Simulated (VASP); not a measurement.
A run of VASP 6.6.1:

Contents of INCAR:

```
SYSTEM = Ru
  PREC = Accurate
  ENCUT = 520
  EDIFF = 1E-6
  ISMEAR = 0
  SIGMA = 0.1
  LREAL = .False.
  LASPH = .True.
  NELM = 100
  ALGO = Fast
  ISIF = 2
  LWAVE = .False.
  LCHARG = .True.
  GGA = PE
  LELF = .True.
  LVHAR = .True.
  NBANDS = 21
```

The input KPOINTS:

```
regular mesh
0
Gamma
  9 9 4
  0 0 0
```

File POSCAR:

```
Ru
1.0
    2.7078263400      0.0000000000      0.0000000000
   -1.3539131700      2.3450464000      0.0000000000
    0.0000000000      0.0000000000      4.2681017800
Ru
2
Direct
    0.3333333300      0.6666666700      0.2500000000
    0.6666666700      0.3333333300      0.7500000000
```

Potentials or basis: VASP PAW PBE potentials, release 64 (Ru_pv).

Command:

```bash
$ cat potpaw_PBE.64/Ru_pv/POTCAR > POTCAR
$ mpirun -np 1 vasp_std > vasp.out
```

Hardware: 1 thread of Intel(R) Xeon(R) 6975P-C (Granite Rapids), with other jobs on the host.

Task: How long does it take, and how much memory?

Result: Wall time 8.9 s on 1 thread of Intel(R) Xeon(R) 6975P-C (Granite Rapids), with other jobs on the host, peak memory 0.14 GiB. Counts: scf iterations 13, k points 36.
